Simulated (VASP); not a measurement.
# CsCl (Pm-3m) in VASP: G0W0 quasiparticle levels with PBE

Aim: the G0W0 quasiparticle levels of CsCl with PBE.

Everything below comes from runs of VASP 6.6.1. Logs are shortened: lines on timing, memory, paths and dates and some standing lists are left out, and cuts for length are marked.

**1. The cell of the first run**

Symmetry: Pm-3m, No. 221, cubic system. Conventional cell: a = 3.894 Å, b = 3.894 Å, c = 3.894 Å, α = 90.00°, β = 90.00°, γ = 90.00°. Within 4.4 Å of Cs (site symmetry m-3m) lie 8 Cl at 3.37 Å and 6 Cs at 3.89 Å. Cl (site symmetry m-3m) has 8 Cs at 3.37 Å and 6 Cl at 3.89 Å within 4.4 Å.

**2. G0W0 quasiparticle levels, PBE**

POSCAR reads:

```
CsCl
1.0
    3.8940003918      0.0000000000      0.0000000000
    0.0000000000      3.8940003918      0.0000000000
    0.0000000000      0.0000000000      3.8940003918
Cs Cl
1 1
Direct
    0.0000000000      0.0000000000      0.0000000000
    0.5000000000      0.5000000000      0.5000000000
```

INCAR.step1 reads:

```
  PREC = Accurate
  ENCUT = 500
  EDIFF = 1E-8
  ISMEAR = 0
  SIGMA = 0.01
  LREAL = F
  LASPH = T
  NELM = 100
  ALGO = Normal
  LWAVE = T
  LCHARG = F
  GGA = PE
```

INCAR.step2 reads:

```
  PREC = Accurate
  ENCUT = 500
  EDIFF = 1E-8
  ISMEAR = 0
  SIGMA = 0.01
  LREAL = F
  LASPH = T
  NELM = 1
  ALGO = Exact
  LWAVE = T
  LCHARG = F
  GGA = PE
  NBANDS = 254
  LOPTICS = T
  ISTART = 1
```

INCAR.step3 reads:

```
  PREC = Accurate
  ENCUT = 500
  EDIFF = 1E-8
  ISMEAR = 0
  SIGMA = 0.01
  LREAL = F
  LASPH = T
  ALGO = EVGW0
  LWAVE = F
  LCHARG = F
  GGA = PE
  NELMGW = 1
  NBANDS = 254
  ENCUTGW = 150.0
  NOMEGA = 48
  PRECFOCK = Fast
  ISTART = 1
  NBANDSGW = 16
```

KPOINTS reads:

```
Automatic mesh
0
Gamma
  4 4 4
```

Potentials or basis: VASP PAW PBE potentials, release 64 (Cs_sv_GW, Cl_GW).

The run is started by

```console
$ cat potpaw_PBE.64/Cs_sv_GW/POTCAR potpaw_PBE.64/Cl_GW/POTCAR > POTCAR
$ cp INCAR.step1 INCAR
$ mpirun -np 1 vasp_std > vasp.out
$ cp INCAR.step2 INCAR
$ mpirun -np 1 vasp_std > vasp.out
$ cp INCAR.step3 INCAR
$ mpirun -np 1 vasp_std > vasp.out
```

OUTCAR:

```text
PREC = Accurate
   ENCUT = 500
   EDIFF = 1E-8
   ISMEAR = 0
   LREAL = F
   LASPH = T
   GGA = PE
   NELMGW = 1
   ENCUTGW = 150.0
   PRECFOCK = Fast
   ISTART = 1

 ion  position               nearest neighbor table
   1  0.000  0.000  0.000-
   2  0.500  0.500  0.500-

  LATTYP: Found a simple cubic cell.
 ALAT       =     3.8940003918

  Lattice vectors:

 A1 = (   3.8940003918,   0.0000000000,   0.0000000000)
 A2 = (   0.0000000000,   3.8940003918,   0.0000000000)
 A3 = (   0.0000000000,   0.0000000000,   3.8940003918)

Analysis of symmetry for initial positions (statically):
=====================================================================
 Subroutine PRICEL returns:
 Original cell was already a primitive cell.

 Routine SETGRP: Setting up the symmetry group for a
 simple cubic supercell.

 Subroutine GETGRP returns: Found 48 space group operations
 (whereof 48 operations were pure point group operations)
 out of a pool of 48 trial point group operations.

The static configuration has the point symmetry O_h .

Analysis of symmetry for dynamics (positions and initial velocities):
=====================================================================
 Subroutine PRICEL returns:
 Original cell was already a primitive cell.

 Routine SETGRP: Setting up the symmetry group for a
 simple cubic supercell.

 Subroutine GETGRP returns: Found 48 space group operations
 (whereof 48 operations were pure point group operations)
 out of a pool of 48 trial point group operations.

The dynamic configuration has the point symmetry O_h .

 Subroutine INISYM returns: Found 48 space group operations
 (whereof 48 operations are pure point group operations),
 and found     1 'primitive' translations

----------------------------------------------------------------------------------------

                                     Primitive cell

  volume of cell :      59.0457

  direct lattice vectors                    reciprocal lattice vectors
     3.894000392  0.000000000  0.000000000     0.256805316  0.000000000  0.000000000
     0.000000000  3.894000392  0.000000000     0.000000000  0.256805316  0.000000000
     0.000000000  0.000000000  3.894000392     0.000000000  0.000000000  0.256805316

  length of vectors
     3.894000392  3.894000392  3.894000392     0.256805316  0.256805316  0.256805316

  position of ions in fractional coordinates (direct lattice)
     0.000000000  0.000000000  0.000000000
     0.500000000  0.500000000  0.500000000

  ion indices of the primitive-cell ions
   primitive index   ion index
                 1           1
                 2           2

----------------------------------------------------------------------------------------

 KPOINTS: Automatic mesh

Automatic generation of k-mesh.
 Grid dimensions read from file:
 generate k-points for:    4    4    4

 Generating k-lattice:

  Cartesian coordinates                     Fractional coordinates (reciprocal lattice)
     0.064201329  0.000000000  0.000000000     0.250000000  0.000000000  0.000000000
     0.000000000  0.064201329  0.000000000     0.000000000  0.250000000  0.000000000
     0.000000000  0.000000000  0.064201329     0.000000000  0.000000000  0.250000000

  Length of vectors
     0.064201329  0.064201329  0.064201329

  Shift w.r.t. Gamma in fractional coordinates (k-lattice)
     0.000000000  0.000000000  0.000000000

 Subroutine IBZKPT returns following result:
 ===========================================

 Found     10 irreducible k-points:

 Following reciprocal coordinates:
            Coordinates               Weight
  0.000000  0.000000  0.000000      1.000000
  0.250000  0.000000  0.000000      6.000000
  0.500000  0.000000  0.000000      3.000000
  0.250000  0.250000  0.000000     12.000000
  0.500000  0.250000  0.000000     12.000000
  0.500000  0.500000  0.000000      3.000000
  0.250000  0.250000  0.250000      8.000000
  0.500000  0.250000  0.250000     12.000000
  0.500000  0.500000  0.250000      6.000000
  0.500000  0.500000  0.500000      1.000000
   k-points           NKPTS =     10   k-points in BZ     NKDIM =     64   number of bands    NBANDS=    254
   number of dos      NEDOS =    301   number of ions     NIONS =      2
   total plane-waves  NPLWV =  21952
   dimension x,y,z NGX =    28 NGY =   28 NGZ =   28
   dimension x,y,z NGXF=    56 NGYF=   56 NGZF=   56
   ions per type =               1   1
   NGX,Y,Z   is equivalent  to a cutoff of  11.95, 11.95, 11.95 a.u.
   NGXF,Y,Z  is equivalent  to a cutoff of  23.91, 23.91, 23.91 a.u.
 SYSTEM =  unknown system
   PREC   = accura    normal or accurate (medium, high low for compatibility)
   ISTART =      1    job   : 0-new  1-cont  2-samecut
   ICHARG =      0    charge: 1-file 2-atom 10-const
   ISPIN  =      1    spin polarized calculation?
   LNONCOLLINEAR =      F non collinear calculations
   LSORBIT =      F    spin-orbit coupling
   LASPH  =      T    aspherical Exc in radial PAW
   ENCUT  =  500.0 eV  36.75 Ry    6.06 a.u.   7.10  7.10  7.10*2*pi/ulx,y,z
   NELM   =     60;   NELMIN=  2; NELMDL=  0     # of ELM steps
   EDIFF  = 0.1E-07   stopping-criterion for ELM
   LREAL  =      F    real-space projection
   EDIFFG = 0.1E-06   stopping-criterion for IOM
   NSW    =      0    number of steps for IOM
   IBRION =     -1    ionic relax: 0-MD 1-quasi-New 2-CG
   NFREE  =      0    steps in history (QN), initial steepest desc. (CG)
   ISIF   =      0    stress and relaxation
   ISYM   =      3    0-nonsym 1-usesym 2-fastsym
   POTIM  = 0.5000    time-step for ionic-motion
   TEBEG  =    0.0;   TEEND  =   0.0 temperature during run
   PSTRESS=    0.0 pullay stress
   NELECT =      16.0000    total number of electrons
   NUPDOWN=      -1.0000    fix difference up-down
   EMIN   =  10.00;   EMAX   =-10.00  energy-range for DOS
   EFERMI =   0.00;   METHOD = LEGACY
   ISMEAR =     0;   SIGMA  =   0.01  broadening in eV -4-tet -1-fermi 0-gaus
   EFERMI_NEDOS =   21; number of points for ismear=-14 and -15
   IALGO  =     38    algorithm
   IMIX   =      4    mixing-type and parameters
     AMIX     =   0.40;   BMIX     =  1.00
     AMIX_MAG =   1.60;   BMIX_MAG =  1.00
  volume/ion in A,a.u.               =      29.52       199.23
  Fermi-wavevector in a.u.,A,eV,Ry     =   1.059381  2.001940 15.269656  1.122288
  Thomas-Fermi vector in A             =   2.194724
   LORBIT       =      0    0 simple, 1 ext, 2 COOP (PROOUT), +10 PAW based schemes
   GGA     = PE    functional components
   LHFCALC =     T    Hartree Fock is set to
   PRECFOCK=fast      Normal, Fast or Accurate (Low or Medium for compatibility)
   ENCUT4O =  -1.0   cutoff for four orbital integrals eV
   NKREDX  =     1    reduce k-point grid by
   NKREDY  =     1    reduce k-point grid by
   NKREDZ  =     1    reduce k-point grid by
   AEXX    =    1.0000 exact exchange contribution
   HFSCREEN=    0.0000 screening length (either q_TF or 0.3 A-1)
   HFSCREENC=   0.0000 screening length for correlation (either q_TF or 0.3 A-1)
   ENCUTFOCK=  -1.0 apply spherical cutoff to Coloumb kernel
   IVDW    =     0    specifies the selected vdW correction
   LEPSILON=     F    determine dielectric tensor
   LRPA    =     F    only Hartree local field effects (RPA)
   LRPAFORCE           =     F    calculate RPA forces
   ENCUTGW             = 150.0    cutoff for response function in eV
   ENCUTGWSOFT         = 120.0    soft cutoff for Coulomb kernel in GW response function in eV
   ENCUTLF             =  -1.0    cutoff for local field effects
   NELMGW              =     1    number of iterations in solving QP/BSE equation
   NELMHF              =     1    number of iterations in the inner HF iteration
   NKREDLFX            =     1    NKREDLFY  =   1   NKREDLFZ  =   1
 non-spin polarized calculation
 Gauss-broadening in eV      SIGMA  =   0.01
  energy-cutoff  :      500.00
  volume of cell :       59.05
 maximum number of plane-waves:      1516
  NGX = 16; NGY = 16; NGZ = 16
   NGX = 15   NGY = 15   NGZ = 15
 maximum number of plane-waves:       280

 QP shifts <psi_nk| G(iteration)W_0 |psi_nk>: iteration 1
 for sc-GW calculations column KS-energies equals QP-energies in previous step
 and V_xc(KS)=  KS-energies - (<T + V_ion + V_H > + <T+V_H+V_ion>^1  + <V_x>^1)

 k-point   1 :       0.0000    0.0000    0.0000
  band No.  KS-energies  QP-energies   sigma(KS)   V_xc(KS)     V^pw_x(r,r')   Z            occupation Imag(sigma)

      1     -17.5697     -18.6286     -15.7156     -14.1710     -22.7849       0.6855       2.0000       1.2722
      2     -10.7965     -11.9853     -17.0656     -15.2760     -24.3891       0.6642       2.0000       1.0673
      3      -3.9154      -5.9296     -15.6040     -13.1032     -17.6717       0.8054       2.0000       0.0562
      4      -3.9154      -5.9296     -15.6040     -13.1032     -17.6717       0.8054       2.0000       0.0562
      5      -3.9154      -5.9296     -15.6040     -13.1032     -17.6717       0.8054       2.0000       0.0562
      6       1.6654       0.0465     -16.5560     -14.5056     -18.7105       0.7895       2.0000       0.0806
[... 8 lines left out ...]
     15      15.3776      16.4983      -8.3993      -9.7767      -4.0761       0.8137       0.0000      -0.1460
     16      15.3776      16.4983      -8.3993      -9.7767      -4.0761       0.8137       0.0000      -0.1460

 k-point   2 :       0.2500    0.0000    0.0000
  band No.  KS-energies  QP-energies   sigma(KS)   V_xc(KS)     V^pw_x(r,r')   Z            occupation Imag(sigma)

      1     -17.4864     -18.5492     -15.7884     -14.2398     -22.7997       0.6863       2.0000       1.2288
      2     -10.8700     -12.0512     -16.9551     -15.1457     -24.2830       0.6528       2.0000       1.0599
      3      -4.2920      -6.3151     -15.4176     -12.9018     -17.5483       0.8041       2.0000       0.0623
      4      -3.7848      -5.7898     -15.6784     -13.2010     -17.6805       0.8093       2.0000       0.0503
      5      -3.7848      -5.7898     -15.6784     -13.2010     -17.6805       0.8093       2.0000       0.0503
      6       0.7930      -0.9041     -15.5741     -13.4150     -17.8056       0.7860       2.0000       0.0873
[... 8 lines left out ...]
     15      12.6811      13.9720      -8.9140     -10.4883      -4.8113       0.8199       0.0000      -0.0958
     16      15.1232      16.6269      -8.5932     -10.4595      -3.8855       0.8058       0.0000      -0.1438

 k-point   3 :       0.5000    0.0000    0.0000
  band No.  KS-energies  QP-energies   sigma(KS)   V_xc(KS)     V^pw_x(r,r')   Z            occupation Imag(sigma)

      1     -17.3994     -18.4675     -15.8641     -14.3156     -22.8169       0.6898       2.0000       1.1884
      2     -10.9570     -12.1470     -16.8164     -14.9836     -24.1475       0.6492       2.0000       1.0532
      3      -4.5828      -6.6034     -15.3810     -12.8608     -17.5813       0.8018       2.0000       0.0686
      4      -3.6425      -5.6362     -15.7672     -13.3171     -17.6927       0.8137       2.0000       0.0434
      5      -3.6425      -5.6362     -15.7672     -13.3171     -17.6927       0.8137       2.0000       0.0434
      6       0.0939      -1.6801     -15.0210     -12.7489     -17.4109       0.7808       2.0000       0.0991
[... 8 lines left out ...]
     15      13.4553      14.7878      -9.0075     -10.6437      -4.7160       0.8144       0.0000      -0.1117
     16      13.6963      15.0168      -8.3001      -9.9131      -3.9375       0.8187       0.0000      -0.1121

 k-point   4 :       0.2500    0.2500    0.0000
  band No.  KS-energies  QP-energies   sigma(KS)   V_xc(KS)     V^pw_x(r,r')   Z            occupation Imag(sigma)

      1     -17.4115     -18.4763     -15.8520     -14.3020     -22.8174       0.6870       2.0000       1.1959
      2     -10.8512     -12.0409     -16.9709     -15.1568     -24.3005       0.6558       2.0000       1.0595
      3      -4.5776      -6.6432     -15.1458     -12.5532     -17.3895       0.7967       2.0000       0.0752
      4      -4.1599      -6.1724     -15.5123     -13.0208     -17.5821       0.8077       2.0000       0.0560
      5      -3.6803      -5.6766     -15.7465     -13.2861     -17.7060       0.8114       2.0000       0.0464
      6       0.6797      -1.0410     -15.5540     -13.3567     -17.8599       0.7831       2.0000       0.0907
[... 8 lines left out ...]
     15      13.2036      14.3526      -7.9204      -9.3216      -3.5818       0.8201       0.0000      -0.1130
     16      14.4277      15.7571      -7.7794      -9.4163      -3.2020       0.8122       0.0000      -0.1366
[... 64 lines left out ...]
      1     -17.2702     -18.3390     -15.9672     -14.4205     -22.8572       0.6910       2.0000       1.1438
      2     -10.7473     -11.9584     -17.0844     -15.2696     -24.4016       0.6673       2.0000       1.0583
      3      -4.8734      -6.9573     -15.0792     -12.4665     -17.3704       0.7976       2.0000       0.0801
      4      -4.4207      -6.4764     -15.2237     -12.6507     -17.4296       0.7990       2.0000       0.0714
      5      -4.2029      -6.2487     -15.3841     -12.8574     -17.4090       0.8097       2.0000       0.0506
      6       0.5783      -1.1596     -15.4079     -13.1814     -17.7453       0.7805       2.0000       0.0920
[... 8 lines left out ...]
     15      14.7154      16.0571      -8.2148      -9.8684      -3.7035       0.8114       0.0000      -0.1378
     16      14.9304      16.4215      -8.5884     -10.4256      -4.0237       0.8116       0.0000      -0.1299

 k-point   9 :       0.5000    0.5000    0.2500
  band No.  KS-energies  QP-energies   sigma(KS)   V_xc(KS)     V^pw_x(r,r')   Z            occupation Imag(sigma)

      1     -17.2049     -18.2713     -16.0167     -14.4749     -22.8789       0.6916       2.0000       1.1241
      2     -10.6483     -11.8588     -17.2132     -15.4112     -24.5249       0.6718       2.0000       1.0605
      3      -4.9219      -7.0262     -14.9788     -12.3391     -17.2650       0.7972       2.0000       0.0801
      4      -4.9219      -7.0262     -14.9788     -12.3391     -17.2650       0.7972       2.0000       0.0801
      5      -4.1319      -6.1725     -15.4362     -12.9190     -17.4456       0.8107       2.0000       0.0493
      6       0.6313      -1.1019     -15.5374     -13.3293     -17.8018       0.7849       2.0000       0.0871
[... 8 lines left out ...]
     15      15.3873      16.9146      -9.3865     -11.3079      -4.8452       0.7949       0.0000      -0.1774
     16      15.7784      17.2542      -9.2499     -11.0916      -4.6818       0.8013       0.0000      -0.1632

 k-point  10 :       0.5000    0.5000    0.5000
  band No.  KS-energies  QP-energies   sigma(KS)   V_xc(KS)     V^pw_x(r,r')   Z            occupation Imag(sigma)

      1     -17.1423     -18.2059     -16.0653     -14.5259     -22.8996       0.6909       2.0000       1.1042
      2     -10.5787     -11.7872     -17.2953     -15.4946     -24.5823       0.6711       2.0000       1.0509
      3      -4.6813      -6.7723     -15.1309     -12.5348     -17.2567       0.8054       2.0000       0.0591
      4      -4.6813      -6.7723     -15.1309     -12.5348     -17.2567       0.8054       2.0000       0.0591
      5      -4.6813      -6.7723     -15.1309     -12.5348     -17.2567       0.8054       2.0000       0.0591
      6       0.0504      -1.7491     -14.9761     -12.6699     -17.4034       0.7803       2.0000       0.0997
[... 8 lines left out ...]
     15      15.5522      17.1071      -9.4964     -11.4576      -4.9278       0.7928       0.0000      -0.1849
     16      15.5522      17.1071      -9.4964     -11.4576      -4.9278       0.7928       0.0000      -0.1849
```

Wall time 9.1 min (1 thread of AMD EPYC 7R13 (Zen 3), shared host); peak memory 0.68 GiB.

Results:

- Band gap on the k mesh, mean-field level: 5.15 eV, direct
- Quasiparticle gap: 7.45 eV
- Least direct quasiparticle gap: 7.45 eV

Caveat: bands, screening cutoff and mesh are small and nothing is extrapolated, so the quasiparticle values aren't converged; spin-orbit coupling is left out, which moves the levels of the heavy elements.
